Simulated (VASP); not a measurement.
Sn3Ge13: relaxation of volume and atoms at fixed shape with PBEsol

Crystal: Sn3Ge13.

```xyz
64
Lattice="11.6795 0.0000 0.0000 0.0000 11.6795 0.0000 0.0000 0.0000 11.6795" Properties=species:S:1:pos:R:3 pbc="T T T"
Ge    0.0058   11.6749    0.0313
Ge    0.0006    5.8520    0.0039
Ge    0.0266    5.7975    5.8492
Ge    5.8318    0.0119   11.6640
Ge    5.8269   11.6790    5.8711
Ge    5.8966    5.8355   11.6634
Ge    5.8257    5.8524    5.8316
Ge    1.4814    1.4723    7.3252
Ge    1.5245    7.2412    1.4554
Ge    7.2981    1.4609    1.4524
Ge    7.3160    1.4795    7.3022
Ge    7.3317    7.2864    1.4648
Ge    2.9248    2.9213   11.6779
Ge    2.9320    2.9165    5.8250
Ge    2.9308    8.7100   11.6641
Ge    2.8899    8.7789    5.8034
Ge    8.7687    2.8903    0.0326
Ge    8.7657    2.8983    5.8481
Ge    8.7655    8.7697   11.6688
Ge    8.7385    8.7678    5.8391
Ge    4.4023    4.3563    1.4217
Ge   10.2053    4.3793    1.4490
Ge   10.2216   10.2213    1.4580
Ge   10.2522   10.2452    7.3043
Ge    2.9119    0.0078    2.9226
Ge    2.8951   11.6786    8.7665
Ge    2.9506    5.8251    2.9265
Ge    2.9406    5.8601    8.7652
Ge    8.7653   11.6691    2.9048
Ge    8.7205    0.0020    8.7991
Ge    8.7646    5.8484    2.9259
Ge    8.7953    5.8236    8.7387
Ge    4.3709    1.4595   10.2141
Ge    4.3775    7.2775   10.2418
Ge   10.1964    1.5095    4.3731
Ge   10.2145    1.4722   10.2206
Ge   10.2232    7.2932    4.3525
Ge   10.1821    7.2958   10.2175
Ge   11.6380    2.9448    2.9246
Ge    0.0091    2.9214    8.7414
Ge   11.6766    8.7787    8.7773
Ge    5.8594    2.9264    2.9301
Ge    5.8315    2.9450    8.7633
Ge    5.8309    8.7803    2.9130
Ge    5.8005    8.7861    8.7360
Ge    1.4326    4.3854    4.3665
Ge    1.4838    4.3781   10.2010
Ge    1.4541   10.2327    4.3647
Ge    7.3096    4.3771    4.3763
Ge    7.2807    4.3879   10.2126
Ge    7.3581   10.2348    4.3816
Ge    7.2887   10.2102   10.2418
Sn   11.6533    0.0532    5.8415
Sn    1.4548    1.4210    1.4464
Sn    1.4689    7.3044    7.2816
Sn    7.3003    7.2903    7.3122
Sn    4.3513    4.3652    7.2989
Sn    4.3688   10.1998    1.4861
Sn    4.3395   10.1962    7.2756
Sn   10.1960    4.3052    7.3100
Sn    4.4010    1.4351    4.3856
Sn    4.3781    7.3140    4.3938
Sn    0.0264    8.7208    2.9535
Sn    1.4807   10.2063   10.2575
```

```json
{
  "Program": "VASP 6.6.1",
  "Task": "relaxation of volume and atoms at fixed shape",
  "Functional": "PBEsol",
  "Potentials or basis": "VASP PAW PBE potentials, release 64 (Ge_d, Sn_d)",
  "Cutoff": "550 eV",
  "k mesh": "1 × 1 × 1, shifted",
  "Occupations": "fermi-dirac, width 0.05 eV",
  "Spin": "no spin polarisation",
  "Dipole correction": "no",
  "Further INCAR settings": "LREAL = Auto; ALGO = Normal; EDIFF = 1e-07; ISYM = -1; IBRION = 2; EDIFFG = -0.03; NSW = 100; ISIF = 8"
}
```

| Item | Value |
| --- | --- |
| Relaxed volume | 24.87 Å³/atom |
| Relaxed cell | a = 11.676 Å, b = 11.676 Å, c = 11.676 Å, α = 90.00°, β = 90.00°, γ = 90.00° |
| Space group after relaxing (to 0.1 Å) | P1 (No. 1) |
| Energy gained by relaxing | 45.7 meV/atom |
| Ionic steps | 17 |
| Pressure after relaxing | 0.0 GPa |
| Largest force after relaxing | 0.025 eV/Å |

Forces in eV/Å, atoms in the order of the input:
```
Ge   0.002 -0.001 -0.018
Ge   0.017  0.000  0.006
Ge   0.000  0.009 -0.007
Ge   0.016  0.001 -0.008
Ge  -0.004  0.006  0.003
Ge  -0.013  0.008  0.019
Ge  -0.011  0.005  0.002
Ge   0.009 -0.001  0.006
Ge  -0.006  0.009  0.008
Ge  -0.011 -0.004  0.009
Ge   0.007 -0.007 -0.014
Ge  -0.006 -0.004 -0.002
Ge   0.001  0.008  0.002
Ge   0.002  0.001  0.016
Ge  -0.016 -0.004  0.000
Ge   0.018 -0.005  0.016
Ge  -0.008  0.003  0.006
Ge   0.014 -0.007  0.007
Ge  -0.008  0.006  0.005
Ge  -0.007 -0.001  0.003
Ge  -0.019  0.002  0.002
Ge   0.005 -0.005  0.010
Ge   0.003  0.006 -0.006
Ge   0.004 -0.010 -0.006
Ge   0.000  0.002  0.008
Ge   0.003  0.007 -0.002
Ge  -0.011  0.017 -0.001
Ge   0.003 -0.008 -0.005
Ge   0.005  0.004  0.016
Ge  -0.002  0.000 -0.011
Ge   0.004  0.011 -0.009
Ge  -0.004  0.002 -0.010
Ge   0.000  0.000  0.006
Ge  -0.009 -0.001  0.001
Ge   0.014 -0.016  0.006
Ge  -0.005 -0.007 -0.012
Ge  -0.004  0.002  0.000
Ge   0.009  0.005 -0.004
Ge   0.002 -0.012  0.005
Ge   0.013  0.012 -0.011
Ge   0.009 -0.005 -0.009
Ge  -0.022 -0.007  0.003
Ge  -0.001  0.006 -0.009
Ge  -0.006 -0.003  0.004
Ge   0.000  0.014 -0.002
Ge  -0.009  0.004  0.002
Ge   0.015 -0.003  0.006
Ge   0.003 -0.005  0.011
Ge   0.012 -0.005 -0.003
Ge  -0.002 -0.003  0.002
Ge  -0.012  0.000  0.000
Ge   0.006 -0.001 -0.006
Sn   0.008 -0.004  0.007
Sn   0.010 -0.004 -0.012
Sn  -0.001 -0.008 -0.004
Sn  -0.006  0.002 -0.014
Sn  -0.006 -0.001  0.005
Sn   0.003 -0.005 -0.001
Sn   0.010  0.007  0.005
Sn  -0.002  0.003 -0.007
Sn  -0.004  0.000  0.004
Sn  -0.011 -0.012 -0.004
Sn   0.005  0.002  0.009
Sn  -0.001 -0.001 -0.024
```

Stress tensor (GPa, compression positive):
```
 0.04 -0.98 -0.99
-0.98 -0.01 -0.98
-0.99 -0.98 -0.01
```

The path:
| step | energy change (eV) | largest force (eV/Å) | pressure (GPa) | volume (Å³) |
| --- | --- | --- | --- | --- |
| 1 | 0.0000 | 1.8636 | 0.72 | 1593.20 |
| 2 | -2.0212 | 0.7179 | -0.72 | 1619.13 |
| 3 | -2.2267 | 0.5407 | -1.20 | 1630.74 |
| 4 | -2.6457 | 0.4142 | 0.26 | 1587.85 |
| 5 | -2.6566 | 0.4281 | 0.60 | 1579.09 |
| 6 | -2.8296 | 0.2516 | 0.20 | 1587.72 |
| 7 | -2.8547 | 0.3411 | 0.01 | 1592.24 |
| 8 | -2.8970 | 0.0979 | -0.08 | 1594.30 |
| 9 | -2.9009 | 0.1040 | -0.11 | 1595.10 |
| 10 | -2.9112 | 0.0698 | 0.07 | 1590.42 |
| 11 | -2.9118 | 0.0678 | 0.20 | 1586.90 |
| 12 | -2.9123 | 0.0680 | 0.15 | 1588.16 |
| 13 | -2.9193 | 0.0494 | 0.00 | 1592.19 |
| 14 | -2.9195 | 0.0533 | -0.02 | 1592.78 |
| 15 | -2.9224 | 0.0349 | -0.01 | 1592.69 |
| 16 | -2.9233 | 0.0502 | -0.01 | 1592.60 |
| 17 | -2.9253 | 0.0248 | 0.01 | 1591.86 |

Final structure:
```
Ge Sn
1.0
    11.67621    0.00000    0.00000
     0.00000   11.67621    0.00000
     0.00000    0.00000   11.67621
Ge Sn
52 12
Direct
  0.98515 0.00019 0.99981
  0.99819 0.49722 0.99904
  0.99742 0.49734 0.48868
  0.50579 0.00713 0.99492
  0.51494 0.99924 0.50005
  0.50319 0.49928 0.00258
  0.50637 0.49205 0.49365
  0.12824 0.13330 0.63369
  0.12808 0.61186 0.11818
  0.62723 0.12805 0.12170
  0.62895 0.12295 0.62643
  0.63007 0.62407 0.12413
  0.25795 0.25521 0.99564
  0.23755 0.25264 0.49950
  0.25069 0.73542 0.99957
  0.24737 0.75415 0.49547
  0.75201 0.25068 0.00080
  0.74071 0.24460 0.49350
  0.74780 0.75012 0.00003
  0.75492 0.75333 0.49625
  0.37902 0.37482 0.12140
  0.87313 0.37847 0.12400
  0.86477 0.87898 0.12080
  0.86639 0.87255 0.62995
  0.24704 0.99541 0.25244
  0.25301 0.01392 0.75357
  0.24639 0.48771 0.24133
  0.25061 0.50161 0.76151
  0.74722 0.00295 0.24537
  0.74842 0.99960 0.75099
  0.74956 0.49935 0.24813
  0.75136 0.49763 0.76379
  0.38136 0.12961 0.87594
  0.37867 0.62066 0.88120
  0.86606 0.13027 0.36830
  0.87214 0.12535 0.87548
  0.87005 0.62109 0.37514
  0.87251 0.62419 0.88194
  0.98970 0.25783 0.25218
  0.00561 0.24597 0.76029
  0.98277 0.74741 0.75124
  0.50557 0.25509 0.24079
  0.50971 0.24454 0.75464
  0.51675 0.75090 0.24936
  0.49825 0.74991 0.76447
  0.12005 0.37397 0.37014
  0.12615 0.37590 0.87928
  0.12904 0.87649 0.37551
  0.62667 0.37293 0.36867
  0.62671 0.37336 0.88095
  0.63464 0.87742 0.37375
  0.62646 0.87726 0.87720
  0.99752 0.00452 0.50385
  0.12087 0.12845 0.12444
  0.11967 0.62488 0.62534
  0.62622 0.62532 0.62885
  0.37593 0.37205 0.62793
  0.37940 0.87287 0.12224
  0.37762 0.87814 0.62744
  0.87490 0.36956 0.62576
  0.37811 0.12753 0.37517
  0.37651 0.62256 0.36831
  0.00012 0.74797 0.24437
  0.12160 0.87373 0.87514
```

Levels at points of the mesh, in eV from the Fermi level:
| k point | band 446 | band 447 | band 448 | band 449 | band 450 | band 451 |
| --- | --- | --- | --- | --- | --- | --- |
| (0.25, 0.25, 0.25) | -0.69 | -0.19 | -0.19 | 0.15 | 0.72 | 0.85 |

Run time: 68 min on 8 MPI ranks on Intel(R) Xeon(R) Platinum 8488C (Sapphire Rapids), with other jobs on the host, peak memory 0.55 GiB a rank.

Caveat: the PAW data sets were made with another functional, which shifts forces and pressure a little; spin-orbit coupling is left out, which moves the levels of the heavy elements.
